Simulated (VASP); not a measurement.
A run of VASP 6.6.1 is set up as follows.

Contents of INCAR:

```
PREC = Accurate ; ENCUT = 520
EDIFF = 1E-7 ; ISMEAR = -1
SIGMA = 0.05 ; LREAL = False
LASPH = True ; NELM = 60
ALGO = Normal ; ISIF = 2
LWAVE = False ; LCHARG = False
GGA = PS ; NBANDS = 17
```

File KPOINTS:

```
Automatic mesh
0
Gamma
  5 5 5
```

POSCAR

```
SnTe
1.0
    0.0000000000      3.1508500000      3.1508500000
    3.1508500000      0.0000000000      3.1508500000
    3.1508500000      3.1508500000      0.0000000000
Te Sn
1 1
Direct
    0.5000000000      0.5000000000      0.5000000000
    0.0000000000      0.0000000000      0.0000000000
```

Potentials or basis: VASP PAW PBE potentials, release 64 (Te, Sn_d).

Run with:

```bash
$ cat potpaw_PBE.64/Te/POTCAR potpaw_PBE.64/Sn_d/POTCAR > POTCAR
$ mpirun -np 1 vasp_std > vasp.out
```

**Question.** Estimate the pressure.

**Answer.** -0.4 GPa.

Caveat: the PAW data sets were made with another functional, which shifts forces and pressure a little.
